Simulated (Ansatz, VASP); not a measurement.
## Te2Mo: VASP beside Ansatz

INCAR

```
SYSTEM = Te2Mo
ALGO = Normal ; DIPOL = 0.5 0.5 0.500
EDIFF = 1E-6 ; ENCUT = 520
GGA = PE ; IDIPOL = 3
ISIF = 2 ; ISMEAR = 0
IVDW = 12 ; LASPH = .TRUE.
LCHARG = .FALSE. ; LDIPOL = .TRUE.
LREAL = .FALSE. ; LWAVE = .FALSE.
NBANDS = 20 ; NELM = 80
PREC = Accurate ; SIGMA = 0.02
```

KPOINTS

```
k-points
0
G
  9 9 1
  0 0 0
```

File POSCAR:

```
Te2Mo
1.0
    3.2240000000      0.0000000000      0.0000000000
   -1.6120000000      2.7920659018      0.0000000000
    0.0000000000      0.0000000000     33.2698832047
Te Mo
2 1
Direct
    0.3333333333      0.6666666667      0.4434924376
    0.3333333333      0.6666666667      0.5565075624
    0.6666666667      0.3333333333      0.5000000000
```

Input for Ansatz:

```yaml
crystal:
  lattice:
    - [3.224, 0.0, 0.0]
    - [-1.612, 2.7920659018, 0.0]
    - [0.0, 0.0, 33.2698832047]
  atoms:
    - { symbol: Te, position: [0.3333333333, 0.6666666667, 0.4434924376] }
    - { symbol: Mo, position: [0.6666666667, 0.3333333333, 0.5] }
    - { symbol: Te, position: [0.3333333333, 0.6666666667, 0.5565075624] }
  periodic: [true, true, false]
basis:
  ecutwfc: 420
kpoints:
  mp_grid: { grid: [9, 9, 1] }
hamiltonian:
  xc: pbe
  pseudopotentials: { kind: paw, azcp: { folder: soft_1 } }
  dispersion: d3bj
scf:
  occupations: { method: gaussian, width: 0.02 }
output:
  forces: true
  stress: true
  eigenvalues: true
```

Alike in both runs: task single point; functional PBE; dispersion D3(BJ); k mesh 9 × 9 × 1; occupations gaussian, width 0.02 eV; no spin polarisation.

|  | VASP | Ansatz |
| --- | --- | --- |
| version | VASP 6.6.1 | Ansatz 0.2.0 |
| potentials or method | VASP PAW PBE potentials, release 64 (Te, Mo_sv), cutoff 520 eV | scalar-relativistic, plane waves, PAW |
| valence electrons in the cell | 26 | 46 |

|  | VASP | Ansatz | Ansatz less VASP |
| --- | --- | --- | --- |
| gap on the k mesh at the Fermi level (eV) | 0.58 | 0.58 | +0.001 |
| least direct gap on the mesh (eV) | 1.16 | 1.16 | -0.004 |
| rms of the force components (eV/Å) | 0.383 | 0.377 | -0.0062 |

VASP's potentials hold 26 valence electrons a cell and Ansatz's 46, so a difference there can come from the potentials and not from the codes.

Spin-orbit coupling is off throughout.
